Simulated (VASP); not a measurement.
# KF (Carobbiite) (Fm-3m) in VASP: notebook, part 2 of 2

VASP 6.6.1.

### 3 Single point, PBEsol

INCAR

```
PREC = Accurate ; ENCUT = 520
EDIFF = 1E-6 ; ISMEAR = 1
SIGMA = 0.5 ; LREAL = False
LASPH = True ; NELM = 80
ALGO = Normal ; ISIF = 2
LWAVE = False ; LCHARG = False
GGA = PS ; NBANDS = 15
```

KPOINTS

```
Automatic mesh
0
Gamma
  6 6 6
```

POSCAR

```
KF
1.0
    0.0000000000      2.6589566634      2.6589566634
    2.6589566634      0.0000000000      2.6589566634
    2.6589566634      2.6589566634      0.0000000000
K F
1 1
Direct
    0.0000000000      0.0000000000      0.0000000000
    0.5000000000      0.5000000000      0.5000000000
```

Potentials or basis: VASP PAW PBE potentials, release 64 (K_sv, F).

Command:

```bash
cat potpaw_PBE.64/K_sv/POTCAR potpaw_PBE.64/F/POTCAR > POTCAR
mpirun -np 1 vasp_std > vasp.out
```

OUTCAR:

```text
PREC = Accurate
   ENCUT = 520
   EDIFF = 1E-6
   ISMEAR = 1
   LREAL = False
   LASPH = True
   NELM = 80
   ISIF = 2
   GGA = PS

 ion  position               nearest neighbor table
   1  0.000  0.000  0.000-   2 2.66   2 2.66   2 2.66   2 2.66   2 2.66   2 2.66
   2  0.500  0.500  0.500-   1 2.66   1 2.66   1 2.66   1 2.66   1 2.66   1 2.66

  LATTYP: Found a face centered cubic cell.
 ALAT       =     5.3179133268

  Lattice vectors:

 A1 = (   0.0000000000,   2.6589566634,   2.6589566634)
 A2 = (   2.6589566634,   0.0000000000,   2.6589566634)
 A3 = (   2.6589566634,   2.6589566634,   0.0000000000)

Analysis of symmetry for initial positions (statically):
=====================================================================
 Subroutine PRICEL returns:
 Original cell was already a primitive cell.

 Routine SETGRP: Setting up the symmetry group for a
 face centered cubic supercell.

 Subroutine GETGRP returns: Found 48 space group operations
[... 9 lines left out ...]

 Routine SETGRP: Setting up the symmetry group for a
 face centered cubic supercell.

 Subroutine GETGRP returns: Found 48 space group operations
[... 11 lines left out ...]
                                     Primitive cell

  volume of cell :      37.5979

  direct lattice vectors                    reciprocal lattice vectors
     0.000000000  2.658956663  2.658956663    -0.188043682  0.188043682  0.188043682
     2.658956663  0.000000000  2.658956663     0.188043682 -0.188043682  0.188043682
     2.658956663  2.658956663  0.000000000     0.188043682  0.188043682 -0.188043682

  length of vectors
     3.760332575  3.760332575  3.760332575     0.325701210  0.325701210  0.325701210

  position of ions in fractional coordinates (direct lattice)
     0.000000000  0.000000000  0.000000000
     0.500000000  0.500000000  0.500000000

  ion indices of the primitive-cell ions
   primitive index   ion index
                 1           1
                 2           2

----------------------------------------------------------------------------------------
[... 89 lines left out ...]
   IVDW    =     0    specifies the selected vdW correction
   LEPSILON=     F    determine dielectric tensor
   LRPA    =     F    only Hartree local field effects (RPA)
 non-spin polarized calculation
 Methfessel and Paxton  Order N= 1 SIGMA  =   0.50
  energy-cutoff  :      520.00
  volume of cell :       37.60
 maximum number of plane-waves:      1020
   NGX = 13   NGY = 13   NGZ = 13

 number of electron      16.0000010 magnetization

 Free energy of the ion-electron system (eV)
  ---------------------------------------------------
  ext. energy  EPLUGINS =         0.00000000
  ---------------------------------------------------
  free energy    TOTEN  =        -8.45652125 eV

  energy without entropy =       -8.54899731  energy(sigma->0) =       -8.48734661

 E-fermi :  -2.6604     XC(G=0):  -8.6825

 val. band max:       -2.8846683385   @ k =   0.0000   0.0000   0.0000
 cond. band min:       3.2276217970   @ k =   0.0000   0.0000   0.0000
 fundamental gap:      6.1122901354
 Fermi energy:        -2.6604493139

 k-point     1 :       0.0000    0.0000    0.0000
  band No.  band energies     occupation
      1     -28.7956      2.00000
      2     -21.4214      2.00000
      3     -12.0958      2.00000
      4     -12.0958      2.00000
      5     -12.0958      2.00000
      6      -2.8847      1.68097
      7      -2.8847      1.68096
      8      -2.8847      1.68096
      9       3.2276     -0.00000
     10       7.8017      0.00000
     11       7.8017      0.00000
     12       7.8017      0.00000
     13       9.4961      0.00000
     14       9.4961      0.00000
[... 257 lines left out ...]
      2     -21.4637      2.00000
      3     -12.6073      2.00000
      4     -12.4194      2.00000
      5     -12.2216      2.00000
      6      -3.2176      2.06657
      7      -3.0735      1.99290
      8      -3.0007      1.90573
      9       5.9980     -0.00000
     10       7.7127      0.00000
     11       8.0920      0.00000
     12      10.7193      0.00000
     13      11.4985      0.00000
     14      12.2596      0.00000
     15      12.5508      0.00000

------------------------ aborting loop because EDIFF is reached ----------------------------------------

  FORCE on cell =-STRESS in cart. coord.  units (eV):
  Direction    XX          YY          ZZ          XY          YZ          ZX
  --------------------------------------------------------------------------------------
  -------------------------------------------------------------------------------------
  Total       -0.0934043     -0.0934043     -0.0934043     -0.0000000      0.0000000     -0.0000000
  in kB       -3.9802791     -3.9802791     -3.9802791     -0.0000000      0.0000000     -0.0000000
  external PRESSURE =      -3.9802791 kB  Pullay stress =       0.0000000 kB

 VOLUME and BASIS-vectors are now :
 -----------------------------------------------------------------------------
  energy-cutoff  :      520.00
  volume of cell :       37.60
      direct lattice vectors                 reciprocal lattice vectors
     0.000000000  2.658956663  2.658956663    -0.188043682  0.188043682  0.188043682
     2.658956663  0.000000000  2.658956663     0.188043682 -0.188043682  0.188043682
     2.658956663  2.658956663  0.000000000     0.188043682  0.188043682 -0.188043682

 POSITION                                       TOTAL-FORCE (eV/Angst)
 -----------------------------------------------------------------------------------
      0.00000      0.00000      0.00000         0.000000     -0.000000      0.000000
      2.65896      2.65896      2.65896        -0.000000      0.000000     -0.000000
 -----------------------------------------------------------------------------------
    total drift:                                0.000000      0.000000      0.000000

  FREE ENERGIE OF THE ION-ELECTRON SYSTEM (eV)
  ---------------------------------------------------
  free  energy   TOTEN  =        -8.4565212504 eV

  energy  without entropy=       -8.5489973150  energy(sigma->0) =       -8.48734661
```

stdout:

```text
POSCAR found type information on POSCAR K F
 POSCAR found :  2 types and       2 ions
 scaLAPACK will be used
 -----------------------------------------------------------------------------
|                                                                             |
|                                                                             |
|     You enforced a specific xc type in the INCAR file but a different       |
|     I HOPE YOU KNOW WHAT YOU ARE DOING!                                     |
|                                                                             |
 -----------------------------------------------------------------------------

 LDA part: xc-table for (Slater+PW92), standard interpolation
 POSCAR, INCAR and KPOINTS ok, starting setup
 FFT: planning ... GRIDC
 FFT: planning ... GRID_SOFT
 FFT: planning ... GRID
 WAVECAR not read
 entering main loop
```

Wall time 9.1 s (1 thread of Intel Xeon Platinum 8259CL at 2.50GHz (Skylake/Cascade Lake), shared host); peak memory 0.15 GiB.

Results:

| Quantity | Value |
| --- | --- |
| Free energy | -8.4565 eV |
| Pressure | -0.4 GPa |
| Band gap on the k mesh | 6.11 eV, direct |

Caveat: the PAW data sets were made with another functional, which shifts forces and pressure a little. A hybrid or GW would open this gap; PBEsol tends to underestimate it.

### 4 Single point, r2SCAN

POSCAR is that of step 3.

INCAR.step1

```
SYSTEM = KF
PREC = Accurate
ENCUT = 520
ISMEAR = 0
SIGMA = 0.01
LREAL = .FALSE.
LASPH = .TRUE.
NELM = 60
NBANDS = 15
GGA = PE
ALGO = Normal
EDIFF = 1E-4
LWAVE = .TRUE.
LCHARG = .FALSE.
```

INCAR.step2

```
SYSTEM = KF
PREC = Accurate
ENCUT = 520
EDIFF = 1E-7
ISMEAR = 0
SIGMA = 0.01
LREAL = .FALSE.
LASPH = .TRUE.
NELM = 60
ALGO = Normal
ISIF = 2
LWAVE = .FALSE.
LCHARG = .FALSE.
METAGGA = R2SCAN
LMIXTAU = .TRUE.
NBANDS = 15
ISTART = 1
```

KPOINTS

```
Automatic mesh
0
G
  6 6 6
  0 0 0
```

Potentials or basis: VASP PAW PBE potentials, release 64 (K_sv, F).

Command:

```bash
cat potpaw_PBE.64/K_sv/POTCAR potpaw_PBE.64/F/POTCAR > POTCAR
cp INCAR.step1 INCAR
mpirun -np 1 vasp_std > vasp.out
cp INCAR.step2 INCAR
mpirun -np 1 vasp_std > vasp.out
```

OUTCAR:

```text
SYSTEM = KF
   PREC = Accurate
   ENCUT = 520
   EDIFF = 1E-7
   ISMEAR = 0
   LREAL = .FALSE.
   LASPH = .TRUE.
   NELM = 60
   ISIF = 2
   METAGGA = R2SCAN
   ISTART = 1

 ion  position               nearest neighbor table
   1  0.000  0.000  0.000-   2 2.66   2 2.66   2 2.66   2 2.66   2 2.66   2 2.66
   2  0.500  0.500  0.500-   1 2.66   1 2.66   1 2.66   1 2.66   1 2.66   1 2.66

  LATTYP: Found a face centered cubic cell.
 ALAT       =     5.3179133268

  Lattice vectors:

 A1 = (   0.0000000000,   2.6589566634,   2.6589566634)
 A2 = (   2.6589566634,   0.0000000000,   2.6589566634)
 A3 = (   2.6589566634,   2.6589566634,   0.0000000000)

Analysis of symmetry for initial positions (statically):
=====================================================================
 Subroutine PRICEL returns:
 Original cell was already a primitive cell.

 Routine SETGRP: Setting up the symmetry group for a
 face centered cubic supercell.

 Subroutine GETGRP returns: Found 48 space group operations
[... 9 lines left out ...]

 Routine SETGRP: Setting up the symmetry group for a
 face centered cubic supercell.

 Subroutine GETGRP returns: Found 48 space group operations
[... 11 lines left out ...]
                                     Primitive cell

  volume of cell :      37.5979

  direct lattice vectors                    reciprocal lattice vectors
     0.000000000  2.658956663  2.658956663    -0.188043682  0.188043682  0.188043682
     2.658956663  0.000000000  2.658956663     0.188043682 -0.188043682  0.188043682
     2.658956663  2.658956663  0.000000000     0.188043682  0.188043682 -0.188043682

  length of vectors
     3.760332575  3.760332575  3.760332575     0.325701210  0.325701210  0.325701210

  position of ions in fractional coordinates (direct lattice)
     0.000000000  0.000000000  0.000000000
     0.500000000  0.500000000  0.500000000

  ion indices of the primitive-cell ions
   primitive index   ion index
                 1           1
                 2           2

----------------------------------------------------------------------------------------

 KPOINTS: Automatic mesh

Automatic generation of k-mesh.
 Grid dimensions read from file:
 generate k-points for:    6    6    6

 Generating k-lattice:

  Cartesian coordinates                     Fractional coordinates (reciprocal lattice)
    -0.031340614  0.031340614  0.031340614     0.166666667  0.000000000  0.000000000
     0.031340614 -0.031340614  0.031340614     0.000000000  0.166666667  0.000000000
     0.031340614  0.031340614 -0.031340614     0.000000000  0.000000000  0.166666667

  Length of vectors
     0.054283535  0.054283535  0.054283535

  Shift w.r.t. Gamma in fractional coordinates (k-lattice)
     0.000000000  0.000000000  0.000000000

 Subroutine IBZKPT returns following result:
 ===========================================

 Found     16 irreducible k-points:

 Following reciprocal coordinates:
            Coordinates               Weight
  0.000000  0.000000  0.000000      1.000000
  0.166667  0.000000  0.000000      8.000000
  0.333333  0.000000  0.000000      8.000000
  0.500000  0.000000  0.000000      4.000000
  0.166667  0.166667  0.000000      6.000000
  0.333333  0.166667  0.000000     24.000000
[... 8 lines left out ...]
 -0.333333  0.333333  0.166667     24.000000
 -0.333333  0.500000  0.166667     12.000000
   k-points           NKPTS =     16   k-points in BZ     NKDIM =     16   number of bands    NBANDS=     15
   number of dos      NEDOS =    301   number of ions     NIONS =      2
   total plane-waves  NPLWV =  21952
   dimension x,y,z NGX =    28 NGY =   28 NGZ =   28
   dimension x,y,z NGXF=    56 NGYF=   56 NGZF=   56
   ions per type =               1   1
   NGX,Y,Z   is equivalent  to a cutoff of  12.38, 12.38, 12.38 a.u.
   NGXF,Y,Z  is equivalent  to a cutoff of  24.76, 24.76, 24.76 a.u.
 SYSTEM =  KF
   PREC   = accura    normal or accurate (medium, high low for compatibility)
   ISTART =      1    job   : 0-new  1-cont  2-samecut
   ICHARG =      0    charge: 1-file 2-atom 10-const
   ISPIN  =      1    spin polarized calculation?
   LNONCOLLINEAR =      F non collinear calculations
   LSORBIT =      F    spin-orbit coupling
   LASPH  =      T    aspherical Exc in radial PAW
   ENCUT  =  520.0 eV  38.22 Ry    6.18 a.u.   6.99  6.99  6.99*2*pi/ulx,y,z
   NELM   =     60;   NELMIN=  2; NELMDL=  0     # of ELM steps
   EDIFF  = 0.1E-06   stopping-criterion for ELM
   LREAL  =      F    real-space projection
   EDIFFG = 0.1E-05   stopping-criterion for IOM
   NSW    =      0    number of steps for IOM
   IBRION =     -1    ionic relax: 0-MD 1-quasi-New 2-CG
   NFREE  =      0    steps in history (QN), initial steepest desc. (CG)
   ISIF   =      2    stress and relaxation
   ISYM   =      2    0-nonsym 1-usesym 2-fastsym
   POTIM  = 0.5000    time-step for ionic-motion
   TEBEG  =    0.0;   TEEND  =   0.0 temperature during run
   PSTRESS=    0.0 pullay stress
   NELECT =      16.0000    total number of electrons
   NUPDOWN=      -1.0000    fix difference up-down
   EMIN   =  10.00;   EMAX   =-10.00  energy-range for DOS
   EFERMI =   0.00;   METHOD = LEGACY
   ISMEAR =     0;   SIGMA  =   0.01  broadening in eV -4-tet -1-fermi 0-gaus
   EFERMI_NEDOS =   21; number of points for ismear=-14 and -15
   IALGO  =     38    algorithm
   IMIX   =      4    mixing-type and parameters
     AMIX     =   0.40;   BMIX     =  1.00
     AMIX_MAG =   1.60;   BMIX_MAG =  1.00
  volume/ion in A,a.u.               =      18.80       126.86
  Fermi-wavevector in a.u.,A,eV,Ry     =   1.231384  2.326979 20.630609  1.516307
  Thomas-Fermi vector in A             =   2.366196
   LORBIT       =      0    0 simple, 1 ext, 2 COOP (PROOUT), +10 PAW based schemes
   METAGGA = R2SCAN    functional components
   LHFCALC =     F    Hartree Fock is set to
   AEXX    =    0.0000 exact exchange contribution
   IVDW    =     0    specifies the selected vdW correction
   LEPSILON=     F    determine dielectric tensor
   LRPA    =     F    only Hartree local field effects (RPA)
 non-spin polarized calculation
 Gauss-broadening in eV      SIGMA  =   0.01
  energy-cutoff  :      520.00
  volume of cell :       37.60
 maximum number of plane-waves:      1020
   NGX = 13   NGY = 13   NGZ = 13

 number of electron      16.0000010 magnetization

 Free energy of the ion-electron system (eV)
  ---------------------------------------------------
  ext. energy  EPLUGINS =         0.00000000
  ---------------------------------------------------
  free energy    TOTEN  =       -14.97291065 eV

  energy without entropy =      -14.97291065  energy(sigma->0) =      -14.97291065

 E-fermi :  -3.2235     XC(G=0):  -8.9718

 val. band max:       -3.3120243649   @ k =   0.0000   0.0000   0.0000
 cond. band min:       3.5956812090   @ k =   0.0000   0.0000   0.0000
 fundamental gap:      6.9077055739
 Fermi energy:        -3.2234515442

 k-point     1 :       0.0000    0.0000    0.0000
  band No.  band energies     occupation
      1     -30.3948      2.00000
      2     -23.1086      2.00000
      3     -12.8696      2.00000
      4     -12.8696      2.00000
      5     -12.8696      2.00000
      6      -3.3120      2.00000
      7      -3.3120      2.00000
      8      -3.3120      2.00000
      9       3.5957      0.00000
     10       8.1806      0.00000
     11       8.1806      0.00000
     12       8.1806      0.00000
     13      10.0620      0.00000
     14      10.0620      0.00000
     15      13.9771      0.00000
[... 253 lines left out ...]
 k-point    16 :      -0.3333    0.5000    0.1667
  band No.  band energies     occupation
      1     -30.2696      2.00000
      2     -23.1528      2.00000
      3     -13.3569      2.00000
      4     -13.1780      2.00000
      5     -12.9907      2.00000
      6      -3.6264      2.00000
      7      -3.4930      2.00000
      8      -3.4221      2.00000
      9       6.2390      0.00000
     10       7.9985      0.00000
     11       8.6439      0.00000
     12      11.3085      0.00000
     13      11.9126      0.00000
     14      13.0453      0.00000
     15      13.0723      0.00000

------------------------ aborting loop because EDIFF is reached ----------------------------------------

  FORCE on cell =-STRESS in cart. coord.  units (eV):
  Direction    XX          YY          ZZ          XY          YZ          ZX
  --------------------------------------------------------------------------------------
  -------------------------------------------------------------------------------------
  Total       -0.0080012     -0.0080012     -0.0080012      0.0000000      0.0000000     -0.0000000
  in kB       -0.3409592     -0.3409592     -0.3409592      0.0000000      0.0000000     -0.0000000
  external PRESSURE =      -0.3409592 kB  Pullay stress =       0.0000000 kB

 VOLUME and BASIS-vectors are now :
 -----------------------------------------------------------------------------
  energy-cutoff  :      520.00
  volume of cell :       37.60
      direct lattice vectors                 reciprocal lattice vectors
     0.000000000  2.658956663  2.658956663    -0.188043682  0.188043682  0.188043682
     2.658956663  0.000000000  2.658956663     0.188043682 -0.188043682  0.188043682
     2.658956663  2.658956663  0.000000000     0.188043682  0.188043682 -0.188043682

 POSITION                                       TOTAL-FORCE (eV/Angst)
 -----------------------------------------------------------------------------------
      0.00000      0.00000      0.00000         0.000000     -0.000000      0.000000
      2.65896      2.65896      2.65896        -0.000000      0.000000     -0.000000
 -----------------------------------------------------------------------------------
    total drift:                                0.000000      0.000000      0.000000

  FREE ENERGIE OF THE ION-ELECTRON SYSTEM (eV)
  ---------------------------------------------------
  free  energy   TOTEN  =       -14.9729106508 eV

  energy  without entropy=      -14.9729106508  energy(sigma->0) =      -14.97291065
```

OUTCAR.step1:

```text
SYSTEM = KF
   PREC = Accurate
   ENCUT = 520
   ISMEAR = 0
   LREAL = .FALSE.
   LASPH = .TRUE.
[... 498 lines left out ...]
      0.00000      0.00000      0.00000         0.000000     -0.000000     -0.000000
      2.65896      2.65896      2.65896        -0.000000      0.000000      0.000000
 -----------------------------------------------------------------------------------
    total drift:                                0.000000      0.000000      0.000000

  FREE ENERGIE OF THE ION-ELECTRON SYSTEM (eV)
  ---------------------------------------------------
  free  energy   TOTEN  =        -8.2835863975 eV

  energy  without entropy=       -8.2835863975  energy(sigma->0) =       -8.28358640
```

It took 43 s on 1 thread of Intel Xeon Platinum 8259CL at 2.50GHz (Skylake/Cascade Lake), shared host; peak memory 0.16 GiB.

Results:

* Free energy: -14.9729 eV
* Pressure: 0.0 GPa
* Band gap on the k mesh: 6.91 eV, direct

Caveat: the PAW data sets were made with another functional, which shifts forces and pressure a little.

### 5 Overview

```tsv
level	smearing	gap on the mesh (eV)	pressure (GPa)
PBEsol	gaussian 0.01 eV	6.10	-0.2
PBEsol	methfessel-paxton 0.5 eV	6.11	-0.4
r2SCAN	gaussian 0.01 eV	6.91	0.0
```

Alike in all rows: task single point; potentials or basis VASP PAW PBE potentials, release 64 (K_sv, F); no spin polarisation; cell as given; k mesh 6 × 6 × 6; cutoff (eV) 520.

On the cell as given the gap runs from 6.10 eV (PBEsol) to 6.91 eV (r2SCAN). The pressure there spans -0.4 GPa (PBEsol) to 0.0 GPa (r2SCAN); a positive pressure means that this level wants a larger cell, a negative one a smaller.

Caveats: the PAW data sets were made with another functional, which shifts forces and pressure a little.

Total energies depend on the potentials used, so only differences within one code and one set of settings carry meaning.
